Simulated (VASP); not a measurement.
**Hf3Cu2: single point with PBE**

System: Hf3Cu2.

```xyz
20
Lattice="7.2029 0.1545 0.0179 0.1545 7.0197 0.1717 0.0179 0.1717 7.3911" Properties=species:S:1:pos:R:3 pbc="T T T"
Hf    2.6009    0.9479    4.5382
Hf    3.8590    4.3500    7.2840
Hf    1.8156    6.0985    6.6295
Hf    6.9543    1.4303    6.7511
Hf    6.1248    3.1683    1.5857
Hf    4.2497    0.8833    0.1313
Hf    3.4997    2.5638    2.4185
Hf    2.6153    4.5308    4.5193
Hf   -0.0056    2.5591    3.9626
Hf    3.5377    6.4165    2.3812
Hf    0.9208    0.6855    1.9151
Hf    5.6453    6.2393    5.3645
Cu    1.7782    2.5238    7.1601
Cu    4.8854    3.0812    5.1635
Cu    7.4029    4.0625    6.2162
Cu    4.9085    4.7551    3.2610
Cu    6.2059    5.8315    0.8062
Cu    0.4234    5.6890    3.5406
Cu    5.4488    0.6614    3.2488
Cu    1.3442    4.3967    1.6259
```

```yaml
Program: VASP 6.6.1
Task: single point
Functional: PBE
Potentials_or_basis: VASP PAW PBE potentials, release 64 (Hf_pv, Cu)
Cutoff: 520 eV
k_mesh: 1 × 1 × 1, shifted
Occupations: fermi-dirac, width 0.1025 eV
Spin: no spin polarisation
Dipole_correction: no
Further_INCAR_settings: LREAL = Auto; ALGO = Normal; EDIFF = 1e-07; NBANDS = 120; ISYM = 0
```

```yaml
Pressure: 2.3 GPa
Largest_force: 2.696 eV/Å
```

Forces on the atoms (eV/Å):
```
Hf  -0.300  0.493  1.063
Hf   0.845  0.051  0.698
Hf  -1.465  1.007  2.027
Hf  -0.658 -0.527 -1.858
Hf   1.161  0.027 -2.382
Hf  -0.880  0.231 -1.396
Hf  -0.976 -0.605  0.689
Hf  -0.147 -0.934 -0.254
Hf   0.757  0.179  1.027
Hf  -1.060  0.084 -0.923
Hf  -0.371  0.168 -0.317
Hf  -0.350 -0.868  1.524
Cu   1.893  0.327  0.604
Cu  -0.294 -0.676  0.402
Cu  -0.999  1.382 -0.131
Cu   2.305 -0.924  0.505
Cu   0.360  0.106 -0.049
Cu  -0.479 -0.520  0.407
Cu   0.385  1.052 -1.492
Cu   0.271 -0.054 -0.142
```

Stress tensor (GPa, compression positive):
```
 1.37 -2.00 -1.28
-2.00  0.51 -2.84
-1.28 -2.84  5.09
```

Levels at points of the mesh, in eV from the Fermi level:
| k point | band 102 | band 103 | band 104 | band 105 | band 106 | band 107 |
| --- | --- | --- | --- | --- | --- | --- |
| (0.25, 0.25, 0.25) | -0.25 | -0.15 | -0.07 | 0.03 | 0.18 | 0.27 |

It took 8.1 min on 1 thread of Intel Xeon 8259CL, on a shared host, peak memory 0.41 GiB.

Caveat: the k points lie up to 0.90 Å⁻¹ apart, too coarse for converged energies, forces and pressures; the atoms stand as in a frame of molecular dynamics; spin-orbit coupling is left out, which moves the levels of the heavy elements.
